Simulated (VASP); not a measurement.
## NaCuH3: single point with r2SCAN

Crystal: NaCuH3.

```
CELL_PARAMETERS angstrom
3.50395 0.00000 0.00000
0.00000 3.50395 0.00000
0.00000 0.00000 3.50395
ATOMIC_POSITIONS crystal
Na 0.50000 0.50000 0.50000
Cu 0.00000 0.00000 0.00000
H 0.50000 0.00000 0.00000
H 0.00000 0.50000 0.00000
H 0.00000 0.00000 0.50000
```

```json
{
  "Program": "VASP 6.6.1",
  "Task": "single point",
  "Functional": "r2SCAN",
  "Potentials or basis": "VASP PAW PBE potentials, release 64 (Na_pv, Cu, H)",
  "Cutoff": "520 eV",
  "k mesh": "10 × 10 × 10",
  "Occupations": "gaussian, width 0.1 eV",
  "Spin": "no spin polarisation"
}
```

The pressure is -2.7 GPa. The band gap on the k mesh is zero (an odd number of electrons rules out a gap without spin polarisation).

Levels at points of the mesh, in eV from the Fermi level:
| k point | band 7 | band 8 | band 9 | band 10 | band 11 | band 12 | band 13 | band 14 | band 15 | band 16 |
| --- | --- | --- | --- | --- | --- | --- | --- | --- | --- | --- |
| (0.00, 0.00, 0.00) | -3.23 | -3.23 | -3.23 | 2.21 | 2.21 | 5.50 | 5.50 | 5.50 | 10.13 | 14.54 |
| (0.50, 0.00, 0.00) | -3.38 | -3.38 | -3.22 | -2.99 | 2.69 | 7.09 | 7.09 | 7.76 | 9.47 | 11.43 |
| (0.50, 0.50, 0.00) | -3.75 | -3.37 | -3.37 | -3.26 | -2.23 | 4.07 | 8.92 | 9.60 | 9.60 | 9.61 |
| (0.50, 0.50, 0.50) | -3.65 | -3.65 | -3.65 | -3.25 | -3.25 | 1.45 | 5.52 | 5.52 | 5.52 | 9.90 |

Run time: 65 s on 1 thread of Intel(R) Xeon(R) 6975P-C (Granite Rapids), with other jobs on the host, peak memory 0.19 GiB.

Caveat: the PAW data sets were made with another functional, which shifts forces and pressure a little.
